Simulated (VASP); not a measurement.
A run of VASP 6.6.1 is set up as follows.

POSCAR

```
CuI
1.0
    3.5037459921     -3.5931530553      0.0000000000
    3.5037459921      3.5931530553      0.0000000000
    0.0000000000      0.0000000000      4.2908911203
Cu I
2 2
Direct
    0.4167976984      0.5832023016      0.7500000000
    0.5832023016      0.4167976984      0.2500000000
    0.7788068805      0.2211931195      0.7500000000
    0.2211931195      0.7788068805      0.2500000000
```

Contents of INCAR.step1:

```
ALGO = Normal ; EDIFF = 1E-4
ENCUT = 520 ; GGA = PE
ISMEAR = 0 ; LASPH = True
LCHARG = False ; LREAL = False
LWAVE = True ; NBANDS = 26
NELM = 100 ; PREC = Accurate
SIGMA = 0.01
```

File INCAR.step2:

```
ALGO = Normal ; EDIFF = 1E-7
ENCUT = 520 ; ISIF = 2
ISMEAR = 0 ; ISTART = 1
LASPH = True ; LCHARG = True
LELF = True ; LMIXTAU = True
LREAL = False ; LVHAR = True
LWAVE = False ; METAGGA = R2SCAN
NBANDS = 26 ; NELM = 100
PREC = Accurate ; SIGMA = 0.01
```

File KPOINTS:

```
k-points
0
Gamma
  6 6 6
```

Potentials or basis: VASP PAW PBE potentials, release 64 (Cu, I).

Run with:

```console
$ cat potpaw_PBE.64/Cu/POTCAR potpaw_PBE.64/I/POTCAR > POTCAR
$ cp INCAR.step1 INCAR
$ mpirun -np 1 vasp_std > vasp.out
$ cp INCAR.step2 INCAR
$ mpirun -np 1 vasp_std > vasp.out
```

**Question.** Estimate the largest force.

**Answer.** 0.038 eV/Å.

**Question.** Estimate the pressure.

**Answer.** 1.4 GPa.

**Question.** What does it give for the band gap on the k mesh?

**Answer.** 1.33 eV.

Stress tensor (GPa, compression positive):
```
1.19 0.00 0.00
0.00 1.21 0.00
0.00 0.00 1.82
```

Caveat: the cell differs from its parent crystal (uniaxial z strain -0.7%); the PAW data sets were made with another functional, which shifts forces and pressure a little; spin-orbit coupling is left out, which moves the levels of the heavy elements. A k mesh can miss the band edges.
